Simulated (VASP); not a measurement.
Input of a VASP 6.6.1 run:

INCAR

```
PREC = Accurate ; ENCUT = 400
EDIFF = 1E-8 ; ISMEAR = -1
SIGMA = 0.03 ; LREAL = F
LASPH = T ; NELM = 120
ALGO = Normal ; ISIF = 2
LWAVE = F ; LCHARG = F
GGA = PE ; LEFG = T
NBANDS = 16 ; GGA_COMPAT = F
```

File KPOINTS:

```
regular mesh
0
Gamma
  10 10 10
```

POSCAR

```
InSb
1.0
    0.0000000000      3.2067090000      3.2391000000
    3.2067090000      0.0000000000      3.2391000000
    3.2067090000      3.2067090000      0.0000000000
In Sb
1 1
Direct
    0.0000000000      0.0000000000      0.0000000000
    0.7500000000      0.7500000000      0.7500000000
```

Potentials or basis: VASP PAW PBE potentials, release 64 (In_d, Sb).

Command:

```bash
$ cat potpaw_PBE.64/In_d/POTCAR potpaw_PBE.64/Sb/POTCAR > POTCAR
$ mpirun -np 1 vasp_std > vasp.out
```

Predict the pressure.

4.2 GPa.

Predict the band gap on the k mesh.

zero (filled and empty bands touch).

Electric field gradients, principal values (V/Å²):
| atom | least | middle | greatest (by size) |
| --- | --- | --- | --- |
| 1 In | 1.389 | 1.391 | -2.780 |
| 2 Sb | -1.202 | -1.203 | 2.405 |

Caveat: the cell differs from its parent crystal (equal xx and yy strain of -1 %); without QUAD_EFG the Cq values of the log hold for a quadrupole moment of 1 mb, not for the nuclei; spin-orbit coupling is left out, which moves the levels of the heavy elements.
